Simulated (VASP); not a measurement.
**Al2SiO: relaxation of cell and atoms with PBE**

The system is Al2SiO.

```
Al Si O
1.0
     3.30962    0.00000    0.00000
     0.00000    3.30962    0.00000
     0.00000    0.00000    4.83086
Al Si O
2 1 1
Cartesian
  1.6548 1.6548 3.3164
  1.6548 1.6548 1.5145
  1.6548 1.6548 0.0000
  0.0000 0.0000 2.4154
```

```
Program                : VASP 6.6.1
Task                   : relaxation of cell and atoms
Functional             : PBE
Potentials or basis    : VASP PAW PBE potentials, release 64 (Al, Si, O)
Cutoff                 : 600 eV
k mesh                 : 6 × 6 × 4
Occupations            : gaussian, width 0.1 eV
Spin                   : no spin polarisation
Dipole correction      : no
Further INCAR settings : ALGO = Normal; EDIFF = 1e-06; IBRION = 2; EDIFFG = -0.04; NSW = 90; ISIF = 3
```

```
Relaxed volume                         : 13.75 Å³/atom
Relaxed cell                           : a = 2.651 Å, b = 2.651 Å, c = 7.829 Å, α = 90.00°, β = 90.00°, γ = 90.00°
Space group after relaxing (to 0.05 Å) : P4/mmm (No. 123)
Energy gained by relaxing              : 6524.3 meV/atom
Ionic steps                            : 28
Pressure after relaxing                : 0.1 GPa
Largest force after relaxing           : 0.017 eV/Å
Band gap on the k mesh                 : zero (band 8 reaches 10.29 eV, above the bottom of band 9 at 6.51 eV)
```

Forces in eV/Å, atoms in the order of the input:
```
Al   0.000  0.000  0.017
Al   0.000  0.000 -0.017
Si   0.000  0.000  0.000
O    0.000  0.000  0.000
```

Stress tensor (GPa, compression positive):
```
-0.05  0.00  0.00
 0.00 -0.05  0.00
 0.00  0.00  0.45
```

Step by step:
| step | energy change (eV) | largest force (eV/Å) | pressure (GPa) | volume (Å³) |
| --- | --- | --- | --- | --- |
| 1 | 0.0000 | 23.0962 | 141.64 | 52.92 |
| 2 | 19.1589 | 66.3688 | 11.27 | 130.89 |
| 3 | 44.7637 | 0.1369 | -33.91 | 209.47 |
| 4 | 13.7911 | 0.1550 | -32.69 | 173.94 |
| 5 | 2.8589 | 0.1269 | -31.05 | 156.54 |
| 6 | -3.6809 | 0.4083 | -29.22 | 144.16 |
| 7 | -6.6667 | 0.6849 | -26.91 | 137.64 |
| 8 | -8.0358 | 1.1611 | -25.51 | 134.29 |
| 9 | -8.6711 | 1.4758 | -24.57 | 132.59 |
| 10 | -0.4789 | 63.1637 | 109.32 | 49.36 |
| 11 | -15.4981 | 8.3672 | -13.01 | 100.66 |
| 12 | -16.6727 | 15.1717 | -0.57 | 87.34 |
| 13 | -24.2105 | 7.5100 | 9.65 | 60.00 |
| 14 | -23.1873 | 1.3326 | 53.98 | 45.69 |
| 15 | -24.4188 | 7.0697 | 23.14 | 53.61 |
| 16 | -24.1982 | 5.0629 | 36.61 | 49.43 |
| 17 | -25.8805 | 0.8323 | -5.46 | 61.87 |
| 18 | -25.9392 | 0.3771 | 0.12 | 59.05 |
| 19 | -25.9406 | 0.4673 | -0.92 | 59.54 |
| 20 | -26.0088 | 0.1909 | -2.07 | 59.23 |
| 21 | -26.0314 | 0.0228 | -2.78 | 58.97 |
| 22 | -26.0346 | 0.1138 | -3.07 | 58.85 |
| 23 | -26.0564 | 0.2568 | -0.46 | 57.03 |
| 24 | -26.0575 | 0.2988 | 0.30 | 56.56 |
| 25 | -26.0663 | 0.2978 | 0.24 | 56.22 |
| 26 | -26.0955 | 0.1209 | 0.08 | 55.22 |
| 27 | -25.9807 | 0.9574 | 1.72 | 53.18 |
| 28 | -26.0972 | 0.0166 | 0.12 | 55.02 |

Final structure:
```
Al Si O
1.0
     2.65096    0.00000    0.00000
     0.00000    2.65096    0.00000
     0.00000    0.00000    7.82895
Al Si O
2 1 1
Direct
  0.50000 0.50000 0.31773
  0.50000 0.50000 0.68227
  0.50000 0.50000 0.00000
  0.00000 0.00000 0.50000
```

Levels at points of the mesh, in eV from the Fermi level:
```csv
k point,band 5,band 6,band 7,band 8,band 9,band 10,band 11,band 12
"(0.00, 0.00, 0.00)",-5.59,-4.17,-4.17,0.75,1.71,6.68,7.06,7.06
"(0.50, 0.00, 0.00)",-5.46,-4.62,-3.60,-0.84,-0.62,0.28,0.98,5.61
"(0.50, 0.50, 0.00)",-3.34,-2.21,-2.21,-0.41,-0.21,0.08,0.08,2.05
"(0.00, 0.00, 0.50)",-4.16,-4.16,-2.16,-1.98,3.06,5.88,7.02,7.02
"(0.50, 0.00, 0.50)",-4.99,-3.70,-3.60,-2.57,-1.95,1.53,3.24,4.58
"(0.50, 0.50, 0.50)",-3.27,-2.36,-2.36,-1.21,0.83,1.34,1.34,1.48
```

It took 3.3 min on 1 thread of Intel(R) Xeon(R) 6975P-C (Granite Rapids), with other jobs on the host, peak memory 0.19 GiB.
